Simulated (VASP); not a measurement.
Here is a VASP 6.6.1 calculation.

File INCAR:

```
PREC = Accurate
ENCUT = 600
EDIFF = 1E-6
ISMEAR = -1
SIGMA = 0.02
LREAL = False
LASPH = True
NELM = 120
ALGO = Normal
ISIF = 2
LWAVE = False
LCHARG = True
GGA = PE
LELF = True
LVHAR = True
NBANDS = 11
GGA_COMPAT = False
```

The input KPOINTS:

```
Automatic mesh
0
Gamma
  10 10 10
```

The input POSCAR:

```
Be2C
1.0
    0.0000000000      2.1641921607      2.1641921607
    2.1641921607      0.0000000000      2.1641921607
    2.1641921607      2.1641921607      0.0000000000
Be C
2 1
Direct
    0.7500000000      0.7500000000      0.7500000000
    0.2500000000      0.2500000000      0.2500000000
    0.0000000000      0.0000000000      0.0000000000
```

Potentials or basis: VASP PAW PBE potentials, release 64 (Be, C).

Launch:

```sh
$ cat potpaw_PBE.64/Be/POTCAR potpaw_PBE.64/C/POTCAR > POTCAR
$ mpirun -np 1 vasp_std > vasp.out
```

Q: Predict the pressure.

A: 0.3 GPa.

Q: Predict the band gap on the k mesh.

A: 1.16 eV (least direct gap 4.13 eV).

A k mesh can miss the band edges.
